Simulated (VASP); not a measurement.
GaAs, 2 atoms in the cell. The structure is cubic, space group F-43m (No. 216). The conventional cell has a = 5.603 Å, b = 5.603 Å, c = 5.603 Å, α = 90.00°, β = 90.00°, γ = 90.00°. Within 3.2 Å of Ga (site symmetry -43m) lie 4 As at 2.43 Å. As (site symmetry -43m) has 4 Ga at 2.43 Å within 3.2 Å. 

```yaml
Program: VASP 6.6.1
Task: single point
Functional: LDA
Potentials_or_basis: VASP PAW LDA potentials, release 64 (Ga_d, As)
Cutoff: 520 eV
k_mesh: 8 × 8 × 8
Occupations: fermi-dirac, width 0.02 eV
Spin: no spin polarisation
Dipole_correction: no
Further_INCAR_settings: ALGO = Normal; EDIFF = 1e-06; NBANDS = 16
```

Potentials or basis: VASP PAW LDA potentials, release 64 (Ga_d, As).

The run is started by

```bash
$ cat potpaw_LDA.64/Ga_d/POTCAR potpaw_LDA.64/As/POTCAR > POTCAR
$ mpirun -np 1 vasp_std > vasp.out
```

Hardware: 1 thread of Intel(R) Xeon(R) Platinum 8488C (Sapphire Rapids) (shared host).

Problem. Estimate the wall time of this run.

Solution. It took 14 s on 1 thread of Intel(R) Xeon(R) Platinum 8488C (Sapphire Rapids), with other jobs on the host, peak memory 0.15 GiB. Counts: scf iterations 12, k points 29.
